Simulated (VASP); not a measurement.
Input of a VASP 6.6.1 run:

The input INCAR:

```
SYSTEM = Pd
PREC = Accurate ; ENCUT = 520
EDIFF = 1E-6 ; ISMEAR = -1
SIGMA = 0.05 ; LREAL = .False.
LASPH = .True. ; NELM = 100
ALGO = Normal ; ISIF = 2
LWAVE = .False. ; LCHARG = .False.
GGA = CA ; NBANDS = 11
```

File KPOINTS:

```
regular mesh
0
Gamma
  12 12 12
  0 0 0
```

File POSCAR:

```
Pd
1.0
   -1.5929712806      1.5929712806      1.5929712806
    1.5929712806     -1.5929712806      1.5929712806
    1.5929712806      1.5929712806     -1.5929712806
Pd
1
Direct
    0.0000000000      0.0000000000      0.0000000000
```

Potentials or basis: VASP PAW LDA potentials, release 64 (Pd).

Run with:

```bash
$ cat potpaw_LDA.64/Pd/POTCAR > POTCAR
$ mpirun -np 1 vasp_std > vasp.out
```

**Question.** Estimate the pressure.

**Answer.** -19.7 GPa.

**Question.** Estimate the band gap on the k mesh.

**Answer.** Zero (band 5 reaches 8.61 eV, above the bottom of band 6 at 7.18 eV).
